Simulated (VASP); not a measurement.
A run of VASP 6.6.1:

The input INCAR:

```
SYSTEM = Mg
PREC     = Accurate       ! precision mode
ENCUT    = 520            ! plane-wave cutoff, eV
EDIFF    = 1E-6           ! SCF threshold, eV
ISMEAR   = 1              ! smearing method
SIGMA    = 0.15           ! smearing width, eV
LREAL    = Auto         
LASPH    = .True.         ! aspherical terms in the spheres
NELM     = 80             ! most SCF steps
ALGO     = Normal         ! electronic algorithm
ISIF     = 2              ! what is computed and relaxed
LWAVE    = .False.        ! write WAVECAR
LCHARG   = .False.        ! write CHGCAR
GGA      = CA             ! functional
NBANDS   = 28             ! bands
```

KPOINTS

```
regular mesh
0
Gamma
  3 3 2
  0 0 0
```

POSCAR

```
Mg
1.0
    6.4717679400      0.0000058300      0.0000000000
   -3.2358890100      5.6047125300      0.0000000000
    0.0000000000      0.0000000000     10.5070756600
Mg
15
Direct
    0.1875917392      0.3604843059      0.1335063195
    0.3376798009      0.1753519072      0.3737917311
    0.1612350581      0.3237894986      0.6245221994
    0.3241454411      0.1482748858      0.8767081630
    0.1770135765      0.8539189017      0.1226010968
    0.3422674542      0.6802243619      0.3763692323
    0.1640867692      0.8282430220      0.6245533212
    0.3107242907      0.6354731254      0.8681462183
    0.6731058210      0.3603663997      0.1335137431
    0.8336627733      0.1673194004      0.3761020790
    0.6625223985      0.3238155620      0.6245186779
    0.7779686884      1.0558408541     -0.0446342080
    0.8378580228      0.6802614933      0.3763190756
    0.6674811491      0.8350166192      0.6284611640
    0.8246783900      0.6354758024      0.8681457425
```

Potentials or basis: VASP PAW LDA potentials, release 64 (Mg).

Launch:

```sh
$ cat potpaw_LDA.64/Mg/POTCAR > POTCAR
$ mpirun -np 1 vasp_std > vasp.out
```

Hardware: 1 thread of Intel(R) Xeon(R) Platinum 8488C (Sapphire Rapids), with other jobs on the host.

Task: Estimate the wall time of this run.

Result: Wall time 97 s on 1 thread of Intel(R) Xeon(R) Platinum 8488C (Sapphire Rapids), with other jobs on the host, peak memory 0.33 GiB. Counts: scf iterations 12, k points 10.
